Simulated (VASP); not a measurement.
Wanted: the native input for a VASP 6.6.1 run.

```
Task                               : single point
Functional                         : HSE06
Potentials or basis                : VASP PAW PBE potentials, release 64 (Li_sv, H)
Cutoff                             : 520 eV
k mesh                             : 6 × 6 × 6
Occupations                        : fermi-dirac, width 0.02 eV
Spin                               : no spin polarisation
Dipole correction                  : no
Grid for exact exchange (PRECFOCK) : Normal
Further INCAR settings             : ALGO = Normal; EDIFF = 1e-06; NBANDS = 9
Share of exact exchange            : 0.25
Screening parameter                : 0.2079 1/Å
```

The system is LiH (rock salt type).

```
Li H
1.0
     0.00000    2.01000    2.01000
     2.01000    0.00000    2.01000
     2.01000    2.01000    0.00000
Li H
1 1
Direct
  0.00000 0.00000 0.00000
  0.50000 0.50000 0.50000
```

One way to write it, as run:

POSCAR

```
LiH
1.0
    0.0000000000      2.0100000000      2.0100000000
    2.0100000000      0.0000000000      2.0100000000
    2.0100000000      2.0100000000      0.0000000000
Li H
1 1
Direct
    0.0000000000      0.0000000000      0.0000000000
    0.5000000000      0.5000000000      0.5000000000
```

INCAR.step1

```
SYSTEM = LiH
  PREC = Accurate
  ENCUT = 520
  EDIFF = 1E-5
  ISMEAR = -1
  SIGMA = 0.02
  LREAL = .False.
  LASPH = .True.
  NELM = 80
  ALGO = Normal
  ISIF = 2
  LWAVE = .True.
  LCHARG = .False.
  GGA = PE
  NBANDS = 9
```

INCAR.step2

```
SYSTEM = LiH
  PREC = Accurate
  ENCUT = 520
  EDIFF = 1E-6
  ISMEAR = -1
  SIGMA = 0.02
  LREAL = .False.
  LASPH = .True.
  NELM = 80
  ALGO = Normal
  ISIF = 2
  LWAVE = .False.
  LCHARG = .False.
  GGA = PE
  LHFCALC = .True.
  HFSCREEN = 0.2079
  PRECFOCK = Normal
  ISTART = 1
  NBANDS = 9
```

KPOINTS

```
Automatic mesh
0
Gamma
  6 6 6
  0 0 0
```

Potentials or basis: VASP PAW PBE potentials, release 64 (Li_sv, H).

Launch:

```console
$ cat potpaw_PBE.64/Li_sv/POTCAR potpaw_PBE.64/H/POTCAR > POTCAR
$ cp INCAR.step1 INCAR
$ mpirun -np 1 vasp_std > vasp.out
$ cp INCAR.step2 INCAR
$ mpirun -np 1 vasp_std > vasp.out
```

Results of the run:

```
Band gap on the k mesh : 3.98 eV
```

Caveat: the k points lie up to 0.45 Å⁻¹ apart.

Run time: 93 s on 1 thread of Intel Xeon 8259CL (shared host), peak memory 0.23 GiB.
